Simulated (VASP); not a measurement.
# CsAl2Si2 in VASP: single point with PBE

Aim: the single point of CsAl2Si2 with PBE.

All numbers are computed with VASP 6.6.1; they aren't measurements. Logs are shortened: lines on timing, memory, paths and dates and some standing lists are left out, and cuts for length are marked.

## 1. The cell of the first run

The typed cell holds 5 atoms: a = 4.374 Å, b = 4.374 Å, c = 6.862 Å, α = 90.00°, β = 90.00°, γ = 120.00°.

## 2. Single point, PBE

File INCAR:

```
SYSTEM = CsAl2Si2
ALGO = Normal ; EDIFF = 1E-7
ENCUT = 520 ; GGA = PE
ISIF = 2 ; ISMEAR = -1
LASPH = .TRUE. ; LCHARG = .FALSE.
LREAL = .FALSE. ; LWAVE = .FALSE.
NBANDS = 20 ; NELM = 60
PREC = Accurate ; SIGMA = 0.1
```

File KPOINTS:

```
k-points
0
G
  9 9 5
  0 0 0
```

File POSCAR:

```
CsAl2Si2
1.0
    4.3738690000      0.0000000000      0.0000000000
   -2.1869350000      3.7878860000      0.0000000000
    0.0000000000      0.0000000000      6.8616050000
Si Al Cs
2 2 1
Direct
    0.3333000000      0.6667000000      0.2599000000
    0.6667000000      0.3333000000      0.7401000000
    0.3333000000      0.6667000000      0.6444000000
    0.6667000000      0.3333000000      0.3556000000
    0.0000000000      0.0000000000      0.0000000000
```

Potentials or basis: VASP PAW PBE potentials, release 64 (Si, Al, Cs_sv).

Run with:

```
> cat potpaw_PBE.64/Si/POTCAR potpaw_PBE.64/Al/POTCAR potpaw_PBE.64/Cs_sv/POTCAR > POTCAR
> mpirun -np 1 vasp_std > vasp.out
```

OUTCAR:

```text
SYSTEM = CsAl2Si2
   EDIFF = 1E-7
   ENCUT = 520
   GGA = PE
   ISIF = 2
   ISMEAR = -1
   LASPH = .TRUE.
   LREAL = .FALSE.
   NELM = 60
   PREC = Accurate

 ion  position               nearest neighbor table
   1  0.333  0.667  0.260-   4 2.61   4 2.61   4 2.61   3 2.64   5 3.09   5 3.09   5 3.09
   2  0.667  0.333  0.740-   3 2.61   3 2.61   3 2.61   4 2.64   5 3.09   5 3.09   5 3.09
   3  0.333  0.667  0.644-   2 2.61   2 2.61   2 2.61   1 2.64   4 3.21   4 3.21   4 3.21
   4  0.667  0.333  0.356-   1 2.61   1 2.61   1 2.61   2 2.64   3 3.21   3 3.21   3 3.21
   5  0.000  0.000  0.000-   1 3.09   2 3.09   2 3.09   1 3.09   2 3.09   1 3.09

  LATTYP: Found a hexagonal cell.
 ALAT       =     4.3738690000
 C/A-ratio  =     1.5687724072

  Lattice vectors:

 A1 = (   4.3738690000,   0.0000000000,   0.0000000000)
 A2 = (  -2.1869350000,   3.7878860000,   0.0000000000)
 A3 = (   0.0000000000,   0.0000000000,   6.8616050000)

Analysis of symmetry for initial positions (statically):
=====================================================================
 Subroutine PRICEL returns:
 Original cell was already a primitive cell.

 Routine SETGRP: Setting up the symmetry group for a
 hexagonal supercell.

 Subroutine GETGRP returns: Found  4 space group operations
 (whereof  4 operations were pure point group operations)
 out of a pool of 24 trial point group operations.

The static configuration has the point symmetry C_2h.

Analysis of symmetry for dynamics (positions and initial velocities):
=====================================================================
 Subroutine PRICEL returns:
 Original cell was already a primitive cell.

 Routine SETGRP: Setting up the symmetry group for a
 hexagonal supercell.

 Subroutine GETGRP returns: Found  4 space group operations
 (whereof  4 operations were pure point group operations)
 out of a pool of 24 trial point group operations.

The dynamic configuration has the point symmetry C_2h.

 Subroutine INISYM returns: Found  4 space group operations
 (whereof  4 operations are pure point group operations),
 and found     1 'primitive' translations

----------------------------------------------------------------------------------------

                                     Primitive cell

  volume of cell :     113.6811

  direct lattice vectors                    reciprocal lattice vectors
     4.373869000  0.000000000  0.000000000     0.228630533  0.131999779  0.000000000
    -2.186935000  3.787886000  0.000000000     0.000000000  0.263999497  0.000000000
     0.000000000  0.000000000  6.861605000     0.000000000  0.000000000  0.145738497

  length of vectors
     4.373869000  4.373873003  6.861605000     0.263999739  0.263999497  0.145738497

  position of ions in fractional coordinates (direct lattice)
     0.333300000  0.666700000  0.259900000
     0.666700000  0.333300000  0.740100000
     0.333300000  0.666700000  0.644400000
     0.666700000  0.333300000  0.355600000
     0.000000000  0.000000000  0.000000000

  ion indices of the primitive-cell ions
   primitive index   ion index
                 1           1
                 2           2
                 3           3
                 4           4
                 5           5

----------------------------------------------------------------------------------------

 KPOINTS: k-points

Automatic generation of k-mesh.
 Grid dimensions read from file:
 generate k-points for:    9    9    5

 Generating k-lattice:

  Cartesian coordinates                     Fractional coordinates (reciprocal lattice)
     0.025403393  0.014666642  0.000000000     0.111111111  0.000000000  0.000000000
     0.000000000  0.029333277  0.000000000     0.000000000  0.111111111  0.000000000
     0.000000000  0.000000000  0.029147699     0.000000000  0.000000000  0.200000000

  Length of vectors
     0.029333304  0.029333277  0.029147699

  Shift w.r.t. Gamma in fractional coordinates (k-lattice)
     0.000000000  0.000000000  0.000000000

 Subroutine IBZKPT returns following result:
 ===========================================

 Found    115 irreducible k-points:

 Following reciprocal coordinates:
            Coordinates               Weight
  0.000000  0.000000  0.000000      1.000000
  0.111111  0.000000  0.000000      4.000000
 -0.111111  0.111111  0.000000      2.000000
  0.222222 -0.000000  0.000000      4.000000
 -0.222222  0.222222  0.000000      2.000000
  0.333333 -0.000000  0.000000      4.000000
[... 16 lines left out ...]
 -0.222222 -0.444444  0.000000      4.000000
  0.444444  0.333333  0.000000      4.000000
 [... further k-points ...]
   k-points           NKPTS =    115   k-points in BZ     NKDIM =    115   number of bands    NBANDS=     20
   number of dos      NEDOS =    301   number of ions     NIONS =      5
   total plane-waves  NPLWV =  69984
   dimension x,y,z NGX =    36 NGY =   36 NGZ =   54
   dimension x,y,z NGXF=    72 NGYF=   72 NGZF=  108
   ions per type =               2   2   1
   NGX,Y,Z   is equivalent  to a cutoff of  13.68, 13.68, 13.08 a.u.
   NGXF,Y,Z  is equivalent  to a cutoff of  27.37, 27.37, 26.17 a.u.
 SYSTEM =  CsAl2Si2
   PREC   = accura    normal or accurate (medium, high low for compatibility)
   ISTART =      0    job   : 0-new  1-cont  2-samecut
   ICHARG =      2    charge: 1-file 2-atom 10-const
   ISPIN  =      1    spin polarized calculation?
   LNONCOLLINEAR =      F non collinear calculations
   LSORBIT =      F    spin-orbit coupling
   LASPH  =      T    aspherical Exc in radial PAW
   ENCUT  =  520.0 eV  38.22 Ry    6.18 a.u.   8.13  8.13 12.76*2*pi/ulx,y,z
   NELM   =     60;   NELMIN=  2; NELMDL= -5     # of ELM steps
   EDIFF  = 0.1E-06   stopping-criterion for ELM
   LREAL  =      F    real-space projection
   EDIFFG = 0.1E-05   stopping-criterion for IOM
   NSW    =      0    number of steps for IOM
   IBRION =     -1    ionic relax: 0-MD 1-quasi-New 2-CG
   NFREE  =      0    steps in history (QN), initial steepest desc. (CG)
   ISIF   =      2    stress and relaxation
   ISYM   =      2    0-nonsym 1-usesym 2-fastsym
   POTIM  = 0.5000    time-step for ionic-motion
   TEBEG  =    0.0;   TEEND  =   0.0 temperature during run
   PSTRESS=    0.0 pullay stress
   NELECT =      23.0000    total number of electrons
   NUPDOWN=      -1.0000    fix difference up-down
   EMIN   =  10.00;   EMAX   =-10.00  energy-range for DOS
   EFERMI =   0.00;   METHOD = LEGACY
   ISMEAR =    -1;   SIGMA  =   0.10  broadening in eV -4-tet -1-fermi 0-gaus
   EFERMI_NEDOS =   21; number of points for ismear=-14 and -15
   IALGO  =     38    algorithm
   IMIX   =      4    mixing-type and parameters
     AMIX     =   0.40;   BMIX     =  1.00
     AMIX_MAG =   1.60;   BMIX_MAG =  1.00
  volume/ion in A,a.u.               =      22.74       153.43
  Fermi-wavevector in a.u.,A,eV,Ry     =   0.961069  1.816157 12.567075  0.923654
  Thomas-Fermi vector in A             =   2.090409
   LORBIT       =      0    0 simple, 1 ext, 2 COOP (PROOUT), +10 PAW based schemes
   GGA     = PE    functional components
   LHFCALC =     F    Hartree Fock is set to
   AEXX    =    0.0000 exact exchange contribution
   IVDW    =     0    specifies the selected vdW correction
   LEPSILON=     F    determine dielectric tensor
   LRPA    =     F    only Hartree local field effects (RPA)
 non-spin polarized calculation
  energy-cutoff  :      520.00
  volume of cell :      113.68
 maximum number of plane-waves:      3092
 NGX is ok and might be reduce to    36
   NGX = 17   NGY = 17   NGZ = 25

 number of electron      23.0000001 magnetization

 Free energy of the ion-electron system (eV)
  ---------------------------------------------------
  ext. energy  EPLUGINS =         0.00000000
  ---------------------------------------------------
  free energy    TOTEN  =       -16.88044034 eV

  energy without entropy =      -16.78839685  energy(sigma->0) =      -16.83441860

 E-fermi :   4.9399     XC(G=0):  -9.5109

 val. band max:        4.9339787575   @ k =   0.0000   0.2222   0.4000
 cond. band min:       4.9405441123   @ k =   0.4444  -0.4444   0.4000
 fundamental gap:      0.0065653548
 Fermi energy:         4.9398774514

 k-point     1 :       0.0000    0.0000    0.0000
  band No.  band energies     occupation
      1     -16.2149      2.00000
      2      -4.8226      2.00000
      3      -4.4464      2.00000
      4      -2.9454      2.00000
      5      -2.9451      2.00000
      6      -0.4364      2.00000
[... 12 lines left out ...]
     19       8.0162      0.00000
     20       8.8103      0.00000

 k-point     2 :       0.1111    0.0000    0.0000
  band No.  band energies     occupation
      1     -16.2011      2.00000
      2      -4.7357      2.00000
      3      -4.4609      2.00000
      4      -2.9999      2.00000
      5      -2.9866      2.00000
      6      -0.5465      2.00000
[... 12 lines left out ...]
     19       8.7686      0.00000
     20       8.9262      0.00000

 k-point     3 :      -0.1111    0.1111    0.0000
  band No.  band energies     occupation
      1     -16.2011      2.00000
      2      -4.7356      2.00000
      3      -4.4610      2.00000
      4      -3.0001      2.00000
      5      -2.9863      2.00000
      6      -0.5466      2.00000
[... 12 lines left out ...]
     19       8.7686      0.00000
     20       8.9266      0.00000

 k-point     4 :       0.2222   -0.0000    0.0000
  band No.  band energies     occupation
      1     -16.1659      2.00000
      2      -4.5829      2.00000
      3      -4.4682      2.00000
      4      -3.0871      2.00000
      5      -2.9832      2.00000
      6      -0.8757      2.00000
[... 429 lines left out ...]
 k-point    23 :      -0.2222   -0.4444    0.0000
  band No.  band energies     occupation
      1     -16.0864      2.00000
      2      -4.7032      2.00000
      3      -3.9753      2.00000
      4      -3.6406      2.00000
      5      -1.9409      2.00000
      6      -1.6310      2.00000
[... 12 lines left out ...]
     19      10.8291      0.00000
     20      11.2994      0.00000

 k-point    24 :       0.4444    0.3333    0.0000
  band No.  band energies     occupation
      1     -16.0864      2.00000
      2      -4.7036      2.00000
      3      -3.9750      2.00000
      4      -3.6405      2.00000
      5      -1.9409      2.00000
      6      -1.6312      2.00000
[... 12 lines left out ...]
     19      10.8295      0.00000
     20      11.2994      0.00000

 [... further k-points ...]
[... 5 lines left out ...]
  --------------------------------------------------------------------------------------
  -------------------------------------------------------------------------------------
  Total        2.6640177      2.6655381      9.2116685      0.0013110      0.0009739     -0.0016868
  in kB       37.5456222     37.5670494    129.8256474      0.0184771      0.0137252     -0.0237725
  external PRESSURE =      68.3127730 kB  Pullay stress =       0.0000000 kB

 VOLUME and BASIS-vectors are now :
 -----------------------------------------------------------------------------
  energy-cutoff  :      520.00
  volume of cell :      113.68
      direct lattice vectors                 reciprocal lattice vectors
     4.373869000  0.000000000  0.000000000     0.228630533  0.131999779  0.000000000
    -2.186935000  3.787886000  0.000000000     0.000000000  0.263999497  0.000000000
     0.000000000  0.000000000  6.861605000     0.000000000  0.000000000  0.145738497

 POSITION                                       TOTAL-FORCE (eV/Angst)
 -----------------------------------------------------------------------------------
     -0.00022      2.52538      1.78333         0.002087     -0.001205      1.379065
      2.18715      1.26250      5.07827        -0.002087      0.001205     -1.379065
     -0.00022      2.52538      4.42162         0.002130     -0.001230     -0.355358
      2.18715      1.26250      2.43999        -0.002130      0.001230      0.355358
      0.00000      0.00000      0.00000        -0.000000      0.000000      0.000000
 -----------------------------------------------------------------------------------
    total drift:                                0.000000      0.000000      0.000000

  FREE ENERGIE OF THE ION-ELECTRON SYSTEM (eV)
  ---------------------------------------------------
  free  energy   TOTEN  =       -16.8804403405 eV

  energy  without entropy=      -16.7883968540  energy(sigma->0) =      -16.83441860
```

Wall time 4.1 min (1 thread of Intel Xeon 6975P-C, shared host); peak memory 0.42 GiB.

What came out:

```yaml
Free_energy: -16.8804 eV
Pressure: 6.8 GPa
Largest_force: 1.379 eV/Å
```

Forces on the atoms (eV/Å):
```
Si   0.002 -0.001  1.379
Si  -0.002  0.001 -1.379
Al   0.002 -0.001 -0.355
Al  -0.002  0.001  0.355
Cs   0.000  0.000  0.000
```

Stress tensor (GPa, compression positive):
```
 3.75  0.00  0.00
 0.00  3.76  0.00
 0.00  0.00 12.98
```

Caveat: spin-orbit coupling is left out, which moves the levels of the heavy elements; forces of over 1 eV/Å act on the atoms, so gaps and moduli don't describe the material at rest.
